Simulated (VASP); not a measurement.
# SiNi (NiAs type) (P6_3/mmc) in VASP: a series of runs, part 2 of 2

VASP 6.6.1.

## (3) Single point, PBE

Contents of INCAR:

```
  PREC = Accurate
  ENCUT = 520
  EDIFF = 1E-6
  ISMEAR = -1
  SIGMA = 0.1
  LREAL = False
  LASPH = True
  NELM = 60
  ALGO = Normal
  ISIF = 2
  LWAVE = False
  LCHARG = False
  GGA = PE
  NBANDS = 22
```

Contents of KPOINTS:

```
Automatic mesh
0
Gamma
  11 11 7
```

Contents of POSCAR:

```
SiNi
1.0
    3.3444014134      0.0000000000      0.0000000000
   -1.6722007067      2.8963365844      0.0000000000
    0.0000000000      0.0000000000      4.6432749195
Ni Si
2 2
Direct
    0.0000000000      0.0000000000      0.0000000000
    0.0000000000      0.0000000000      0.5000000000
    0.3333333333      0.6666666667      0.2500000000
    0.6666666667      0.3333333333      0.7500000000
```

Potentials or basis: VASP PAW PBE potentials, release 64 (Ni, Si).

The run is started by

```
$ cat potpaw_PBE.64/Ni/POTCAR potpaw_PBE.64/Si/POTCAR > POTCAR
$ mpirun -np 1 vasp_std > vasp.out
```

OUTCAR:

```text
PREC = Accurate
   ENCUT = 520
   EDIFF = 1E-6
   ISMEAR = -1
   LREAL = False
   LASPH = True
   NELM = 60
   ISIF = 2
   GGA = PE

 ion  position               nearest neighbor table
   1  0.000  0.000  0.000-   3 2.25   4 2.25   3 2.25   4 2.25   4 2.25   3 2.25   2 2.32   2 2.32

   2  0.000  0.000  0.500-   3 2.25   4 2.25   3 2.25   4 2.25   4 2.25   3 2.25   1 2.32   1 2.32

   3  0.333  0.667  0.250-   1 2.25   2 2.25   1 2.25   2 2.25   1 2.25   2 2.25   4 3.02   4 3.02
                             4 3.02   4 3.02   4 3.02   4 3.02
   4  0.667  0.333  0.750-   1 2.25   2 2.25   1 2.25   2 2.25   1 2.25   2 2.25   3 3.02   3 3.02
                             3 3.02   3 3.02   3 3.02   3 3.02

  LATTYP: Found a hexagonal cell.
 ALAT       =     3.3444014134
 C/A-ratio  =     1.3883724905

  Lattice vectors:

 A1 = (   3.3444014134,   0.0000000000,   0.0000000000)
 A2 = (  -1.6722007067,   2.8963365844,   0.0000000000)
 A3 = (   0.0000000000,   0.0000000000,   4.6432749195)

Analysis of symmetry for initial positions (statically):
=====================================================================
 Subroutine PRICEL returns:
 Original cell was already a primitive cell.

 Routine SETGRP: Setting up the symmetry group for a
 hexagonal supercell.

 Subroutine GETGRP returns: Found 24 space group operations
 (whereof 12 operations were pure point group operations)
 out of a pool of 24 trial point group operations.

The static configuration has the point symmetry D_3d.
 The point group associated with its full space group is D_6h.

Analysis of symmetry for dynamics (positions and initial velocities):
=====================================================================
 Subroutine PRICEL returns:
 Original cell was already a primitive cell.

 Routine SETGRP: Setting up the symmetry group for a
 hexagonal supercell.

 Subroutine GETGRP returns: Found 24 space group operations
 (whereof 12 operations were pure point group operations)
 out of a pool of 24 trial point group operations.

The dynamic configuration has the point symmetry D_3d.
 The point group associated with its full space group is D_6h.

 Subroutine INISYM returns: Found 24 space group operations
 (whereof 12 operations are pure point group operations),
 and found     1 'primitive' translations

----------------------------------------------------------------------------------------

                                     Primitive cell

  volume of cell :      44.9771

  direct lattice vectors                    reciprocal lattice vectors
     3.344401413  0.000000000  0.000000000     0.299007169  0.172631870  0.000000000
    -1.672200707  2.896336584  0.000000000     0.000000000  0.345263740  0.000000000
     0.000000000  0.000000000  4.643274919     0.000000000  0.000000000  0.215365236

  length of vectors
     3.344401413  3.344401413  4.643274919     0.345263740  0.345263740  0.215365236

  position of ions in fractional coordinates (direct lattice)
     0.000000000  0.000000000  0.000000000
     0.000000000  0.000000000  0.500000000
     0.333333333  0.666666667  0.250000000
[... 29 lines left out ...]

 Subroutine IBZKPT returns following result:
 ===========================================

 Found     64 irreducible k-points:

 Following reciprocal coordinates:
            Coordinates               Weight
  0.000000  0.000000  0.000000      1.000000
  0.090909  0.000000  0.000000      6.000000
  0.181818  0.000000  0.000000      6.000000
  0.272727  0.000000  0.000000      6.000000
  0.363636  0.000000  0.000000      6.000000
  0.454545  0.000000  0.000000      6.000000
[... 16 lines left out ...]
  0.090909  0.090909  0.142857     12.000000
  0.181818  0.090909  0.142857     24.000000
 [... further k-points ...]
   k-points           NKPTS =     64   k-points in BZ     NKDIM =     64   number of bands    NBANDS=     22
   number of dos      NEDOS =    301   number of ions     NIONS =      4
   total plane-waves  NPLWV =  28224
   dimension x,y,z NGX =    28 NGY =   28 NGZ =   36
   dimension x,y,z NGXF=    56 NGYF=   56 NGZF=   72
   ions per type =               2   2
   NGX,Y,Z   is equivalent  to a cutoff of  13.92, 13.92, 12.89 a.u.
   NGXF,Y,Z  is equivalent  to a cutoff of  27.84, 27.84, 25.78 a.u.
 SYSTEM =  unknown system
   PREC   = accura    normal or accurate (medium, high low for compatibility)
   ISTART =      0    job   : 0-new  1-cont  2-samecut
   ICHARG =      2    charge: 1-file 2-atom 10-const
   ISPIN  =      1    spin polarized calculation?
   LNONCOLLINEAR =      F non collinear calculations
   LSORBIT =      F    spin-orbit coupling
   LASPH  =      T    aspherical Exc in radial PAW
   ENCUT  =  520.0 eV  38.22 Ry    6.18 a.u.   6.22  6.22  8.63*2*pi/ulx,y,z
   NELM   =     60;   NELMIN=  2; NELMDL= -5     # of ELM steps
   EDIFF  = 0.1E-05   stopping-criterion for ELM
   LREAL  =      F    real-space projection
   EDIFFG = 0.1E-04   stopping-criterion for IOM
   NSW    =      0    number of steps for IOM
   IBRION =     -1    ionic relax: 0-MD 1-quasi-New 2-CG
   NFREE  =      0    steps in history (QN), initial steepest desc. (CG)
   ISIF   =      2    stress and relaxation
   ISYM   =      2    0-nonsym 1-usesym 2-fastsym
   POTIM  = 0.5000    time-step for ionic-motion
   TEBEG  =    0.0;   TEEND  =   0.0 temperature during run
   PSTRESS=    0.0 pullay stress
   NELECT =      28.0000    total number of electrons
   NUPDOWN=      -1.0000    fix difference up-down
   EMIN   =  10.00;   EMAX   =-10.00  energy-range for DOS
   EFERMI =   0.00;   METHOD = LEGACY
   ISMEAR =    -1;   SIGMA  =   0.10  broadening in eV -4-tet -1-fermi 0-gaus
   EFERMI_NEDOS =   21; number of points for ismear=-14 and -15
   IALGO  =     38    algorithm
   IMIX   =      4    mixing-type and parameters
     AMIX     =   0.40;   BMIX     =  1.00
     AMIX_MAG =   1.60;   BMIX_MAG =  1.00
  volume/ion in A,a.u.               =      11.24        75.88
  Fermi-wavevector in a.u.,A,eV,Ry     =   1.397860  2.641572 26.585941  1.954012
  Thomas-Fermi vector in A             =   2.521074
   LORBIT       =      0    0 simple, 1 ext, 2 COOP (PROOUT), +10 PAW based schemes
   GGA     = PE    functional components
   LHFCALC =     F    Hartree Fock is set to
   AEXX    =    0.0000 exact exchange contribution
   IVDW    =     0    specifies the selected vdW correction
   LEPSILON=     F    determine dielectric tensor
   LRPA    =     F    only Hartree local field effects (RPA)
 non-spin polarized calculation
  energy-cutoff  :      520.00
  volume of cell :       44.98
 maximum number of plane-waves:      1241
 NGX is ok and might be reduce to    28
   NGX = 13   NGY = 13   NGZ = 17

 number of electron      28.0000011 magnetization

 Free energy of the ion-electron system (eV)
  ---------------------------------------------------
  ext. energy  EPLUGINS =         0.00000000
  ---------------------------------------------------
  free energy    TOTEN  =       -22.90675155 eV

  energy without entropy =      -22.85812607  energy(sigma->0) =      -22.88243881

 E-fermi :  11.2716     XC(G=0): -12.5386

 val. band max:       11.2587574081   @ k =   0.1818   0.1818   0.2857
 cond. band min:      11.3019121094   @ k =   0.1818   0.0909   0.2857
 fundamental gap:      0.0431547013
 Fermi energy:        11.2716312595

 k-point     1 :       0.0000    0.0000    0.0000
  band No.  band energies     occupation
      1      -1.9659      2.00000
      2       4.2583      2.00000
      3       4.3583      2.00000
      4       6.5435      2.00000
      5       6.5435      2.00000
      6       6.7696      2.00000
[... 589 lines left out ...]
     21      20.3509      0.00000
     22      20.5102      0.00000

 [... further k-points ...]

------------------------ aborting loop because EDIFF is reached ----------------------------------------

  FORCE on cell =-STRESS in cart. coord.  units (eV):
  Direction    XX          YY          ZZ          XY          YZ          ZX
  --------------------------------------------------------------------------------------
  -------------------------------------------------------------------------------------
  Total        8.2974919      8.2974919      8.3590988      0.0000000     -0.0000000      0.0000000
  in kB      295.5735676    295.5735676    297.7681310      0.0000000     -0.0000000      0.0000000
  external PRESSURE =     296.3050887 kB  Pullay stress =       0.0000000 kB

 VOLUME and BASIS-vectors are now :
 -----------------------------------------------------------------------------
  energy-cutoff  :      520.00
  volume of cell :       44.98
      direct lattice vectors                 reciprocal lattice vectors
     3.344401413  0.000000000  0.000000000     0.299007169  0.172631870  0.000000000
    -1.672200707  2.896336584  0.000000000     0.000000000  0.345263740  0.000000000
     0.000000000  0.000000000  4.643274919     0.000000000  0.000000000  0.215365236

 POSITION                                       TOTAL-FORCE (eV/Angst)
 -----------------------------------------------------------------------------------
      0.00000      0.00000      0.00000        -0.000000      0.000000     -0.000000
      0.00000      0.00000      2.32164        -0.000000      0.000000     -0.000000
     -0.00000      1.93089      1.16082        -0.000000      0.000000      0.000000
      1.67220      0.96545      3.48246         0.000000     -0.000000     -0.000000
 -----------------------------------------------------------------------------------
    total drift:                               -0.000000      0.000000      0.000000

  FREE ENERGIE OF THE ION-ELECTRON SYSTEM (eV)
  ---------------------------------------------------
  free  energy   TOTEN  =       -22.9067515517 eV

  energy  without entropy=      -22.8581260679  energy(sigma->0) =      -22.88243881
```

stdout:

```text
POSCAR found type information on POSCAR NiSi
 POSCAR found :  2 types and       4 ions
 scaLAPACK will be used
 LDA part: xc-table for (Slater+PW92), standard interpolation
 POSCAR, INCAR and KPOINTS ok, starting setup
 FFT: planning ... GRIDC
 FFT: planning ... GRID_SOFT
 FFT: planning ... GRID
 WAVECAR not read
 entering main loop
```

Run time: 2.2 min. Hardware: 1 thread of Intel Xeon 8259CL, shared host; peak memory 0.21 GiB.

Results:

* Free energy: -22.9068 eV
* Pressure: 29.6 GPa
* Band gap on the k mesh: zero (bands 14 and 15 overlap by 5.32 eV)

Levels at points of the mesh, in eV from the Fermi level:
```
           k point  band 11  band 12  band 13  band 14  band 15  band 16  band 17  band 18
(0.00, 0.00, 0.00)    -1.78    -1.78     0.38     2.71     2.71     5.34     5.34     5.66
```

Caveat: the cell stands under pressure.

## (4) Relaxation of cell and atoms, PBE, target pressure 30 GPa, at which the enthalpy is minimised

This run uses another cell than the first one, of 11.45 Å³/atom.

Contents of INCAR:

```
SYSTEM = SiNi
PREC = Accurate
ENCUT = 600
EDIFF = 1E-6
ISMEAR = -1
SIGMA = 0.1
LREAL = .FALSE.
LASPH = .TRUE.
NELM = 80
ALGO = Normal
ISIF = 3
LWAVE = .FALSE.
LCHARG = .FALSE.
GGA = PE
IBRION = 2
NSW = 60
EDIFFG = -0.005
PSTRESS = 300.0
```

Contents of KPOINTS:

```
Automatic mesh
0
G
  11 11 7
  0 0 0
```

Contents of POSCAR:

```
SiNi
1.0
    3.2436799860      0.0000000000      0.0000000000
   -1.6218399930      2.8091092696      0.0000000000
    0.0000000000      0.0000000000      5.0277039784
Ni Si
2 2
Direct
    0.0000000000      0.0000000000      0.0000000000
    0.0000000000      0.0000000000      0.5000000000
    0.3333333333      0.6666666667      0.2500000000
    0.6666666667      0.3333333333      0.7500000000
```

The run is started by

```
$ cat potpaw_PBE.64/Ni/POTCAR potpaw_PBE.64/Si/POTCAR > POTCAR
$ mpirun -np 1 vasp_std > vasp.out
```

Wall time 14 min (1 thread of Intel Xeon 8259CL, shared host); peak memory 0.23 GiB.

It converged, with:

| Quantity | Value |
| --- | --- |
| Free energy | -22.8974 eV |
| Relaxed volume | 11.23 Å³/atom |
| Relaxed cell | a = 3.342 Å, b = 3.342 Å, c = 4.645 Å, α = 90.00°, β = 90.00°, γ = 120.00° |
| Space group after relaxing (to 0.1 Å) | P6_3/mmc (No. 194) |
| Energy change on relaxing (the run minimises the enthalpy) | -1.1 meV/atom |
| Ionic steps | 15 |
| Pressure after relaxing | 30.0 GPa |
| Band gap on the k mesh | zero (bands 14 and 15 overlap by 5.33 eV) |

Step by step:
| step | energy change (eV) | largest force (eV/Å) | pressure (GPa) | volume (Å³) |
| --- | --- | --- | --- | --- |
| 1 | 0.0000 | 0.0000 | 23.92 | 45.81 |
| 2 | 0.5155 | 0.0000 | 43.28 | 42.97 |
| 3 | 0.2435 | 0.0000 | 34.12 | 44.23 |
| 4 | 0.1456 | 0.0000 | 33.97 | 44.29 |
| 5 | 0.1303 | 0.0000 | 34.72 | 44.27 |
| 6 | 0.1260 | 0.0000 | 34.33 | 44.28 |
| 7 | -0.2193 | 0.0000 | 22.11 | 46.26 |
| 8 | -0.0048 | 0.0000 | 29.95 | 44.93 |
| 9 | -0.0023 | 0.0000 | 29.87 | 44.92 |
| 10 | 0.0599 | 0.0000 | 32.37 | 44.60 |
| 11 | 0.0007 | 0.0000 | 30.16 | 44.90 |
| 12 | 0.0000 | 0.0000 | 30.05 | 44.90 |
| 13 | -0.0004 | 0.0000 | 30.09 | 44.91 |
| 14 | -0.0077 | 0.0000 | 29.93 | 44.95 |
| 15 | -0.0043 | 0.0000 | 29.95 | 44.93 |

Final structure:
```
Ni Si
1.0
     3.34180    0.00000    0.00000
    -1.67090    2.89408    0.00000
     0.00000    0.00000    4.64538
Ni Si
2 2
Direct
  0.00000 0.00000 0.00000
  0.00000 0.00000 0.50000
  0.33333 0.66667 0.25000
  0.66667 0.33333 0.75000
```

Levels at points of the mesh, in eV from the Fermi level:
```csv
k point,band 10,band 11,band 12,band 13,band 14,band 15,band 16,band 17,band 18
"(0.00, 0.00, 0.00)",-3.11,-1.78,-1.78,0.37,2.72,2.72,5.36,5.36,5.67
```

Caveat: the cell is relaxed towards a set pressure, so the run minimises the enthalpy, not the energy.
